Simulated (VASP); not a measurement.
ZrIn2Se3:

```
Zr In Se
1.0
     3.51862    0.00000    0.00000
     0.00000    3.51862    0.00000
     0.00000    0.00000   11.38327
Zr In Se
1 2 3
Direct
  0.50000 0.50000 0.50000
  0.50000 0.50000 0.83612
  0.50000 0.50000 0.16388
  0.00000 0.00000 0.00000
  0.00000 0.00000 0.63376
  0.00000 0.00000 0.36624
```

The cell was built from a structure type or drawn by symmetry, and may not be a known phase.

* Program: VASP 6.6.1
* Task: relaxation of cell and atoms
* Functional: PBE
* Potentials or basis: VASP PAW PBE potentials, release 64 (Zr_sv, In_d, Se)
* Cutoff: 600 eV
* k mesh: 6 × 6 × 2
* Occupations: gaussian, width 0.1 eV
* Spin: no spin polarisation

At the start: pressure -0.6 GPa; volume 23.49 Å³/atom.

Problem. How do energy, volume and symmetry change on relaxing?

Solution. Over 7 steps the energy falls by 3.2 meV/atom and the volume is 23.27 Å³/atom (-0.9 %); space group P4/mmm (No. 123, to 0.1 Å) before and after.

Step by step:
| step | energy change (eV) | largest force (eV/Å) | pressure (GPa) | volume (Å³) |
| --- | --- | --- | --- | --- |
| 1 | 0.0000 | 0.2554 | -0.59 | 140.93 |
| 2 | -0.0080 | 0.1909 | 0.20 | 139.16 |
| 3 | -0.0084 | 0.1715 | 0.43 | 138.68 |
| 4 | -0.0152 | 0.1037 | 0.30 | 138.85 |
| 5 | -0.0186 | 0.0375 | 0.16 | 139.06 |
| 6 | -0.0186 | 0.0349 | 0.15 | 139.07 |
| 7 | -0.0190 | 0.0206 | -0.09 | 139.65 |

Final structure:
```
Zr In Se
1.0
     3.51807    0.00000    0.00000
     0.00000    3.51807    0.00000
     0.00000    0.00000   11.28288
Zr In Se
1 2 3
Cartesian
  1.7590 1.7590 5.6414
  1.7590 1.7590 9.4874
  1.7590 1.7590 1.7955
  0.0000 0.0000 0.0000
  0.0000 0.0000 7.1667
  0.0000 0.0000 4.1162
```
